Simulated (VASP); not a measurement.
Wanted: the native input for a VASP 6.6.1 run.

- Task: single point
- Functional: PBEsol
- Potentials or basis: VASP PAW PBE potentials, release 64 (Sb)
- Cutoff: 520 eV
- k mesh: 12 × 12 × 12
- Occupations: fermi-dirac, width 0.05 eV
- Spin: no spin polarisation
- Dipole correction: no
- Further INCAR settings: ALGO = Normal; EDIFF = 1e-06; NBANDS = 8

The structure of Sb lies in POSCAR:

```
Sb
1.0
    0.0000000000      2.2358500000      2.3050000000
    2.2358500000      0.0000000000      2.3050000000
    2.2358500000      2.2358500000      0.0000000000
Sb
1
Direct
    0.0000000000      0.0000000000      0.0000000000
```

This cell differs from its parent crystal: equal xx and yy strain of -3 %.

One way to write it, as run:

INCAR

```
PREC     = Accurate       # precision mode
ENCUT    = 520            # plane-wave cutoff, eV
EDIFF    = 1E-6           # SCF threshold, eV
ISMEAR   = -1             # smearing method
SIGMA    = 0.05           # smearing width, eV
LREAL    = False          # projectors in reciprocal space
LASPH    = True           # aspherical terms in the spheres
NELM     = 60             # most SCF steps
ALGO     = Normal         # electronic algorithm
ISIF     = 2              # what is computed and relaxed
LWAVE    = False          # write WAVECAR
LCHARG   = False          # write CHGCAR
GGA      = PS             # functional
NBANDS   = 8              # bands
```

KPOINTS

```
regular mesh
0
Gamma
  12 12 12
```

Potentials or basis: VASP PAW PBE potentials, release 64 (Sb).

Command:

```console
$ cat potpaw_PBE.64/Sb/POTCAR > POTCAR
$ mpirun -np 1 vasp_std > vasp.out
```

It gave:

```
Pressure : 11.7 GPa
```

Caveat: the cell differs from its parent crystal (equal xx and yy strain of -3 %); the PAW data sets were made with another functional, which shifts forces and pressure a little.

Wall time 11 s on 1 thread of Intel(R) Xeon(R) Platinum 8259CL CPU @ 2.50GHz (Skylake/Cascade Lake), on a shared host, peak memory 0.15 GiB.
